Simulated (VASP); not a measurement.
Here is a VASP 6.6.1 calculation.

File INCAR:

```
SYSTEM = Fe
PREC     = Accurate       ! precision mode
ENCUT    = 520            ! plane-wave cutoff, eV
EDIFF    = 1E-6           ! SCF threshold, eV
ISMEAR   = -1             ! smearing method
SIGMA    = 0.05           ! smearing width, eV
LREAL    = .False.        ! projectors in reciprocal space
LASPH    = .True.         ! aspherical terms in the spheres
NELM     = 150            ! most SCF steps
ALGO     = Normal         ! electronic algorithm
ISIF     = 2              ! what is computed and relaxed
LWAVE    = .False.        ! write WAVECAR
LCHARG   = .True.         ! write CHGCAR
ISPIN    = 2              ! spin polarisation
MAGMOM   = 3              ! initial moments
LORBIT   = 11             ! projections on sites
LMAXMIX  = 4              ! l up to which the mixer works
GGA      = PE             ! functional
LELF     = .True.         ! ELF
LVHAR    = .True.       
NBANDS   = 14             ! bands
```

File KPOINTS:

```
Automatic mesh
0
Gamma
  13 13 13
  0 0 0
```

File POSCAR:

```
Fe
1.0
   -1.4815330000      1.4342380000      1.4590090000
    1.4675270000     -1.4309640000      1.4417290000
    1.4535380000      1.4029680000     -1.4557350000
Fe
1
Direct
   -0.0127860000     -0.0069470000     -0.0146850000
```

Potentials or basis: VASP PAW PBE potentials, release 64 (Fe).

Run with:

```console
$ cat potpaw_PBE.64/Fe/POTCAR > POTCAR
$ mpirun -np 1 vasp_std > vasp.out
```

Question: What does it give for the site moments?

Answer: Fe +2.30 μB.

Question: Predict the pressure.

Answer: -8.9 GPa.

Question: What does it give for the net moment?

Answer: 2.29 μB per cell.

Stress tensor (GPa, compression positive):
```
-9.94  1.20  0.62
 1.20 -7.39 -0.02
 0.62 -0.02 -9.36
```

Caveat: the cell differs from its parent crystal (the cell strained at random); the cell stands under tension.
